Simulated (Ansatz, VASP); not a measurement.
**SiNi2 in VASP and in Ansatz**

Contents of INCAR:

```
SYSTEM = SiNi2
  ALGO = Fast
  EDIFF = 1E-7
  ENCUT = 520
  GGA = PE
  ISIF = 2
  ISMEAR = -1
  ISPIN = 2
  LASPH = .TRUE.
  LCHARG = .FALSE.
  LMAXMIX = 4
  LORBIT = 11
  LREAL = .FALSE.
  LWAVE = .FALSE.
  MAGMOM = 1 1 1 1 1 1 1 1 0 0 0 0
  NBANDS = 64
  NELM = 150
  PREC = Accurate
  SIGMA = 0.05
```

Contents of KPOINTS:

```
k-points
0
G
  5 5 3
  0 0 0
```

POSCAR

```
SiNi2
1.0
    4.9900000000      0.0000000000      0.0000000000
    0.0000000000      3.7200000000      0.0000000000
    0.0000000000      0.0000000000      7.0300000000
Ni Si
8 4
Direct
    0.3250000000      0.7500000000      0.9370000000
    0.6750000000      0.2500000000      0.0630000000
    0.1750000000      0.2500000000      0.4370000000
    0.8250000000      0.7500000000      0.5630000000
    0.4580000000      0.7500000000      0.2970000000
    0.5420000000      0.2500000000      0.7030000000
    0.0420000000      0.2500000000      0.7970000000
    0.9580000000      0.7500000000      0.2030000000
    0.7860000000      0.7500000000      0.8860000000
    0.2140000000      0.2500000000      0.1140000000
    0.7140000000      0.2500000000      0.3860000000
    0.2860000000      0.7500000000      0.6140000000
```

input.yaml

```yaml
crystal:
  lattice:
    - [4.99, 0.0, 0.0]
    - [0.0, 3.72, 0.0]
    - [0.0, 0.0, 7.03]
  atoms:
    - { symbol: Ni, position: [0.325, 0.75, 0.937], spin: 1.0 }
    - { symbol: Ni, position: [0.675, 0.25, 0.063], spin: 1.0 }
    - { symbol: Ni, position: [0.175, 0.25, 0.437], spin: 1.0 }
    - { symbol: Ni, position: [0.825, 0.75, 0.563], spin: 1.0 }
    - { symbol: Ni, position: [0.458, 0.75, 0.297], spin: 1.0 }
    - { symbol: Ni, position: [0.542, 0.25, 0.703], spin: 1.0 }
    - { symbol: Ni, position: [0.042, 0.25, 0.797], spin: 1.0 }
    - { symbol: Ni, position: [0.958, 0.75, 0.203], spin: 1.0 }
    - { symbol: Si, position: [0.786, 0.75, 0.886] }
    - { symbol: Si, position: [0.214, 0.25, 0.114] }
    - { symbol: Si, position: [0.714, 0.25, 0.386] }
    - { symbol: Si, position: [0.286, 0.75, 0.614] }
hamiltonian:
  xc: pbe
  pseudopotentials: { kind: paw }
magnetization:
  spin_polarized: true
kpoints:
  mp_grid: { grid: [5, 5, 3] }
  band_path:
    path:
      - [[0.0, 0.0, 0.0], [0.0, -0.5, 0.0], [-0.5, -0.5, 0.0], [-0.5, 0.0, 0.0], [0.0, 0.0, 0.0], [0.0, 0.0, -0.5], [0.0, -0.5, -0.5], [-0.5, -0.5, -0.5], [-0.5, 0.0, -0.5], [0.0, 0.0, -0.5]]
      - [[-0.5, 0.0, 0.0], [-0.5, 0.0, -0.5]]
      - [[0.0, -0.5, -0.5], [0.0, -0.5, 0.0]]
      - [[-0.5, -0.5, 0.0], [-0.5, -0.5, -0.5]]
    npoints: 10
scf:
  occupations: { method: fermi_dirac, width: 0.05 }
  n_extra_bands: 30
output:
  forces: true
  stress: true
  eigenvalues: true
  fatbands: false
```

Alike in both runs: functional PBE; k mesh 5 × 5 × 3; occupations fermi-dirac, width 0.05 eV; collinear spin.

|  | VASP | Ansatz |
| --- | --- | --- |
| version | VASP 6.6.1 | Ansatz 0.2.0 |
| potentials or method | VASP PAW PBE potentials, release 64 (Ni, Si) | Ansatz PAW |
| plane-wave cutoff (eV) | 520 | 420 |
| valence electrons in the cell | 96 | 160 |
| task | single point | band structure |

Ansatz gave:

- gap on the k mesh at the Fermi level (eV): none
- pressure (GPa): 3.5
- traceless stress, the component that is largest in VASP (GPa): -1.20
- rms of the force components (eV/Å): 0.148
- net moment per atom (μB): 0.00

Question: Which values does VASP return?

Answer: gap on the k mesh at the Fermi level (eV): none; pressure (GPa): 3.6; traceless stress, the component that is largest in VASP (GPa): -1.25; rms of the force components (eV/Å): 0.148; net moment per atom (μB): 0.00.

Atom by atom the forces differ by 0.005 eV/Å (rms over components). A gap of «none» marks a metal or a gap that the smearing closes. VASP's potentials hold 96 valence electrons a cell and Ansatz's 160, so a difference there can come from the potentials and not from the codes.
